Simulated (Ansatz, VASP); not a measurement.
# Two plane-wave programs on HfB

```
Hf B
1.0
     0.00000    2.30227    2.30227
     2.30227    0.00000    2.30227
     2.30227    2.30227    0.00000
Hf B
1 1
Direct
  0.50000 0.50000 0.50000
  0.00000 0.00000 0.00000
```

Change from the starting cell: volume scaled by 0.99, PAW files.

Alike in both runs: task electric field gradients; functional LDA; k mesh 15 × 15 × 15; occupations fermi-dirac, width 0.05 eV; no spin polarisation.

|  | VASP | Ansatz |
| --- | --- | --- |
| version | VASP 6.6.1 | Ansatz 0.2.0 |
| potentials or method | VASP PAW LDA potentials, release 64 (Hf_pv, B) | PAW with Ansatz's default frozen-core files, scalar-relativistic |
| plane-wave cutoff (eV) | 520 | 420 |
| valence electrons in the cell | 13 | 29 |

Ansatz gave:

- pressure (GPa): 20.8

Problem. Estimate VASP's values.

Solution. Pressure (GPa): 22.7.

LDA's correlation is that of Perdew and Zunger in VASP and of Perdew and Wang (1992) in Ansatz. VASP's potentials hold 13 valence electrons a cell and Ansatz's 29, so a difference there can come from the potentials and not from the codes.

Spin-orbit coupling is off throughout.
